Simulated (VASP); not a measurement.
Here is a VASP 6.6.1 calculation.

File INCAR:

```
PREC = Accurate
ENCUT = 520
EDIFF = 1E-6
ISMEAR = -1
SIGMA = 0.02
LREAL = False
LASPH = True
NELM = 60
ALGO = Normal
ISIF = 2
LWAVE = False
LCHARG = False
GGA = CA
NBANDS = 31
```

Contents of KPOINTS:

```
Automatic mesh
0
Gamma
  6 6 6
```

File POSCAR:

```
TiSb2
1.0
   -3.3410632042      3.3410632042      2.9186645228
    3.3410632042     -3.3410632042      2.9186645228
    3.3410632042      3.3410632042     -2.9186645228
Ti Sb
2 4
Direct
    0.2500000000      0.2500000000      0.0000000000
    0.7500000000      0.7500000000      0.0000000000
    0.6515600000      0.1515600000      0.8031200000
    0.1515600000      0.3484400000      0.5000000000
    0.3484400000      0.8484400000      0.1968800000
    0.8484400000      0.6515600000      0.5000000000
```

Potentials or basis: VASP PAW LDA potentials, release 64 (Ti_sv, Sb).

Command:

```sh
$ cat potpaw_LDA.64/Ti_sv/POTCAR potpaw_LDA.64/Sb/POTCAR > POTCAR
$ mpirun -np 1 vasp_std > vasp.out
```

(1) What does it give for the largest force?

(2) What does it give for the band gap on the k mesh?

Results:

(1) 0.182 eV/Å.

(2) zero (bands 22 and 23 overlap by 0.63 eV).

Caveat: the cell stands under tension; spin-orbit coupling is left out, which moves the levels of the heavy elements.
